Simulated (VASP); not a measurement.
Sn, 4 atoms in the cell. Symmetry: P6_3/mmc, No. 194, hexagonal system. The conventional cell has a = 2.692 Å, b = 2.692 Å, c = 8.783 Å, α = 90.00°, β = 90.00°, γ = 120.00°. Sn (site symmetry -3m) has 12 Sn at 2.69 Å within 3.5 Å. Sn (site symmetry -6m2) has 12 Sn at 2.69 Å within 3.5 Å. This isn't the form of Sn at room conditions, which is tetragonal (white tin).

```yaml
Program: VASP 6.6.1
Task: single point
Functional: PBE
Potentials_or_basis: VASP PAW PBE potentials, release 64 (Sn_d)
Cutoff: 520 eV
k_mesh: 13 × 13 × 4
Occupations: fermi-dirac, width 0.08 eV
Spin: no spin polarisation
Dipole_correction: no
Further_INCAR_settings: ALGO = Normal; EDIFF = 1e-07; NBANDS = 36
```

Potentials or basis: VASP PAW PBE potentials, release 64 (Sn_d).

Run with:

```bash
$ cat potpaw_PBE.64/Sn_d/POTCAR > POTCAR
$ mpirun -np 1 vasp_std > vasp.out
```

Hardware: 1 thread of Intel(R) Xeon(R) 6975P-C (Granite Rapids) (shared host).

Estimate the wall time of this run.

Run time: 50 s on 1 thread of Intel(R) Xeon(R) 6975P-C (Granite Rapids), on a shared host, peak memory 0.22 GiB. Counts: scf iterations 15, k points 63.
